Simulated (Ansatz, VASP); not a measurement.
One calculation of Sn, two programs

Contents of INCAR:

```
SYSTEM = Sn
ALGO = Normal ; EDIFF = 1E-8
ENCUT = 520 ; GGA = PE
ISIF = 2 ; ISMEAR = -1
LASPH = .TRUE. ; LCHARG = .FALSE.
LEFG = .TRUE. ; LREAL = .FALSE.
LWAVE = .FALSE. ; NBANDS = 13
NELM = 100 ; PREC = Accurate
SIGMA = 0.03
```

Contents of KPOINTS:

```
k-points
0
G
  14 14 14
  0 0 0
```

Contents of POSCAR:

```
Sn
1.0
    3.1185783419      0.0000000000      0.0000000000
    0.0000000000      3.1185783419      0.0000000000
    0.0000000000      0.0000000000      3.0877013286
Sn
1
Direct
    0.0000000000      0.0000000000      0.0000000000
```

Input for Ansatz:

```yaml
crystal:
  lattice:
    - [3.1185783419, 0.0, 0.0]
    - [0.0, 3.1185783419, 0.0]
    - [0.0, 0.0, 3.0877013286]
  atoms:
    - { symbol: Sn, position: [0.0, 0.0, 0.0] }
kpoints:
  mp_grid: { grid: [14, 14, 14] }
scf:
  occupations: { method: fermi_dirac, width: 0.03 }
hamiltonian:
  xc: pbe
  pseudopotentials: { kind: paw }
output:
  forces: true
  stress: true
  eigenvalues: true
  efg: { contact_densities: true }
```

Change from the starting cell: x and y stretched by +1 %, z held, PAW files.

Alike in both runs: task electric field gradients; functional PBE; k mesh 14 × 14 × 14; occupations fermi-dirac, width 0.03 eV; no spin polarisation.

```csv
,VASP,Ansatz
version,VASP 6.6.1,Ansatz 0.2.0
potentials or method,"VASP PAW PBE potentials, release 64 (Sn_d)","PAW with Ansatz's default frozen-core files, scalar-relativistic"
plane-wave cutoff (eV),520,420
valence electrons in the cell,14,14
```

|  | VASP | Ansatz | Ansatz less VASP |
| --- | --- | --- | --- |
| pressure (GPa) | -0.9 | -0.9 | +0.05 |
| traceless stress, the component that is largest in VASP (GPa) | 0.70 | 0.70 | +0.001 |
| size of Vzz on the site where it differs most (V/Å²) | 11.2 | 11.1 | -0.05 |

The functional is the same, so the differences come from potentials, cutoffs and numerics.
